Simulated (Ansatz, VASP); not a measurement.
# One calculation of AlNi, two programs

POSCAR

```
AlNi
1.0
    2.8810000000      0.0000000000      0.0000000000
    0.0000000000      2.8810000000      0.0000000000
    0.0000000000      0.0000000000      2.8810000000
Ni Al
1 1
Direct
    0.5000000000      0.5000000000      0.5000000000
    0.0000000000      0.0000000000      0.0000000000
```

The input INCAR.step1:

```
PREC = Accurate
ENCUT = 520
EDIFF = 1E-5
ISMEAR = -1
SIGMA = 0.05
LREAL = False
LASPH = True
NELM = 150
ALGO = Normal
ISIF = 2
LWAVE = True
LCHARG = False
ISPIN = 2
MAGMOM = 1 0
LORBIT = 11
LMAXMIX = 4
NBANDS = 18
GGA = PE
```

The input INCAR.step2:

```
PREC = Accurate
ENCUT = 520
EDIFF = 1E-6
ISMEAR = -1
SIGMA = 0.05
LREAL = False
LASPH = True
NELM = 150
ALGO = Normal
ISIF = 2
LWAVE = False
LCHARG = False
ISPIN = 2
MAGMOM = 1 0
LORBIT = 11
LMAXMIX = 4
GGA = PE
LHFCALC = True
AEXX = 0.25
HFSCREEN = 0.3
PRECFOCK = Normal
NBANDS = 18
ISTART = 1
```

File KPOINTS:

```
Automatic mesh
0
Gamma
  5 5 5
```

Contents of input.yaml:

```yaml
crystal:
  lattice:
    - [2.881, 0.0, 0.0]
    - [0.0, 2.881, 0.0]
    - [0.0, 0.0, 2.881]
  atoms:
    - { symbol: Ni, position: [0.5, 0.5, 0.5], spin: 1.0 }
    - { symbol: Al, position: [0.0, 0.0, 0.0] }
hamiltonian:
  xc: { exchange: pbe, correlation: pbe, exx: { coeff: 0.25, omega: 0.3 } }
  pseudopotentials: { kind: paw }
magnetization:
  spin_polarized: true
kpoints:
  mp_grid: { grid: [5, 5, 5] }
  band_path:
    path:
      - [[0.0, 0.0, 0.0], [0.0, 0.5, 0.0], [0.5, 0.5, 0.0], [0.0, 0.0, 0.0], [0.5, 0.5, 0.5], [0.0, 0.5, 0.0]]
      - [[0.5, 0.5, 0.0], [0.5, 0.5, 0.5]]
    npoints: 4
scf:
  occupations: { method: fermi_dirac, width: 0.05 }
  n_extra_bands: 6
output:
  forces: true
  stress: true
  eigenvalues: true
  fatbands: false
  write_density: true
  write_potential: true
  elf: true
  volumetric_format: npy
```

Alike in both runs: functional PBE-based screened hybrid; k mesh 5 × 5 × 5; occupations fermi-dirac, width 0.05 eV; collinear spin.

|  | VASP | Ansatz |
| --- | --- | --- |
| version | VASP 6.6.1 | Ansatz 0.2.0 |
| potentials or method | VASP PAW PBE potentials, release 64 (Ni, Al) | Ansatz PAW |
| plane-wave cutoff (eV) | 520 | 420 |
| valence electrons in the cell | 13 | 21 |
| task | single point | band structure |

Ansatz gave:

| Item | Value |
| --- | --- |
| gap on the k mesh at the Fermi level (eV) | none |
| pressure (GPa) | -2.0 |
| net moment per atom (μB) | 0.22 |
| size of the moment on the site where the two differ most (μB) | 0.41 |

Question: What did VASP give for the same quantities?

Answer: gap on the k mesh at the Fermi level (eV): none; pressure (GPa): -1.6; net moment per atom (μB): 0.22; size of the moment on the site where the two differ most (μB): 0.40.

VASP's potentials were made for PBE, not for PBE-based screened hybrid. Site moments also hang on the region over which each program counts them. A gap of «none» marks a metal or a gap that the smearing closes. VASP's potentials hold 13 valence electrons a cell and Ansatz's 21, so a difference there can come from the potentials and not from the codes.

The k mesh is coarse, so the values compare programs but aren't converged. Noted on Ansatz's run: the magnetic or orbital state may not be the lowest.
